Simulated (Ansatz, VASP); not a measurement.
## One calculation of HgPd2Pt2, two programs

The input POSCAR:

```
HgPd2Pt2
1.0
    7.0038100000      0.0000000000      0.0000000000
    0.0000000000      7.0038100000      0.0000000000
    0.0000000000      0.0000000000      3.3709490000
Pd Pt Hg
4 4 2
Direct
    0.3745000000      0.8745000000      0.0000000000
    0.1255000000      0.3745000000      0.0000000000
    0.6255000000      0.1255000000      0.0000000000
    0.8745000000      0.6255000000      0.0000000000
    0.1760000000      0.6760000000      0.5000000000
    0.3240000000      0.1760000000      0.5000000000
    0.8240000000      0.3240000000      0.5000000000
    0.6760000000      0.8240000000      0.5000000000
    0.0000000000      0.0000000000      0.0000000000
    0.5000000000      0.5000000000      0.0000000000
```

INCAR.step1

```
PREC     = Accurate       # precision mode
ENCUT    = 520            # plane-wave cutoff, eV
ISMEAR   = -1             # smearing method
SIGMA    = 0.1            # smearing width, eV
LREAL    = False          # projectors in reciprocal space
LASPH    = True           # aspherical terms in the spheres
NELM     = 100            # most SCF steps
NBANDS   = 63             # bands
GGA      = PE             # functional
ALGO     = Normal         # electronic algorithm
EDIFF    = 1E-4           # SCF threshold, eV
LWAVE    = True           # write WAVECAR
LCHARG   = False          # write CHGCAR
```

File INCAR.step2:

```
PREC     = Accurate       # precision mode
ENCUT    = 520            # plane-wave cutoff, eV
EDIFF    = 1E-6           # SCF threshold, eV
ISMEAR   = -1             # smearing method
SIGMA    = 0.1            # smearing width, eV
LREAL    = False          # projectors in reciprocal space
LASPH    = True           # aspherical terms in the spheres
NELM     = 100            # most SCF steps
ALGO     = Normal         # electronic algorithm
ISIF     = 2              # what is computed and relaxed
LWAVE    = False          # write WAVECAR
LCHARG   = False          # write CHGCAR
METAGGA  = R2SCAN         # meta-GGA
LMIXTAU  = True         
NBANDS   = 63             # bands
ISTART   = 1
```

File KPOINTS:

```
regular mesh
0
Gamma
  3 3 5
```

Input for Ansatz:

```yaml
crystal:
  lattice:
    - [7.00381, 0.0, 0.0]
    - [0.0, 7.00381, 0.0]
    - [0.0, 0.0, 3.370949]
  atoms:
    - { symbol: Pd, position: [0.3745, 0.8745, 0.0] }
    - { symbol: Pd, position: [0.1255, 0.3745, 0.0] }
    - { symbol: Pd, position: [0.6255, 0.1255, 0.0] }
    - { symbol: Pd, position: [0.8745, 0.6255, 0.0] }
    - { symbol: Pt, position: [0.176, 0.676, 0.5] }
    - { symbol: Pt, position: [0.324, 0.176, 0.5] }
    - { symbol: Pt, position: [0.824, 0.324, 0.5] }
    - { symbol: Pt, position: [0.676, 0.824, 0.5] }
    - { symbol: Hg, position: [0.0, 0.0, 0.0] }
    - { symbol: Hg, position: [0.5, 0.5, 0.0] }
  symmetry: { tolerance: 0.0003 }
kpoints:
  mp_grid: { grid: [3, 3, 5], shift: [0, 0, 0] }
magnetization:
  spin_polarized: false
scf:
  occupations: { method: fermi_dirac }
hamiltonian:
  pseudopotentials: { kind: paw }
  xc: r2scan
basis:
  ecutwfc: 500
output:
  forces: true
  stress: true
  eigenvalues: true
```

Alike in both runs: task single point; functional r2SCAN; k mesh 3 × 3 × 5; no spin polarisation.

|  | VASP | Ansatz |
| --- | --- | --- |
| version | VASP 6.6.1 | Ansatz 0.2.0 |
| potentials or method | VASP PAW PBE potentials, release 64 (Pd, Pt, Hg), cutoff 520 eV | PAW plane waves |
| occupations | fermi-dirac, width 0.1 eV | fermi-dirac |
| valence electrons in the cell | 104 | 184 |

VASP gave:

- gap on the k mesh at the Fermi level (eV): none
- pressure (GPa): 6.5
- traceless stress, the component that is largest in VASP (GPa): -3.54
- rms of the force components (eV/Å): 0.401

**Question.** Which values does Ansatz return?

**Answer.** gap on the k mesh at the Fermi level (eV): none; pressure (GPa): 5.5; traceless stress, the component that is largest in VASP (GPa): -3.24; rms of the force components (eV/Å): 0.408.

VASP's potentials were made for PBE, not for r2SCAN. Atom by atom the forces differ by 0.013 eV/Å (rms over components). A gap of «none» marks a metal or a gap that the smearing closes. VASP's potentials hold 104 valence electrons a cell and Ansatz's 184, so a difference there can come from the potentials and not from the codes.

The k mesh is coarse, so the values compare programs but aren't converged. Spin-orbit coupling is off throughout.
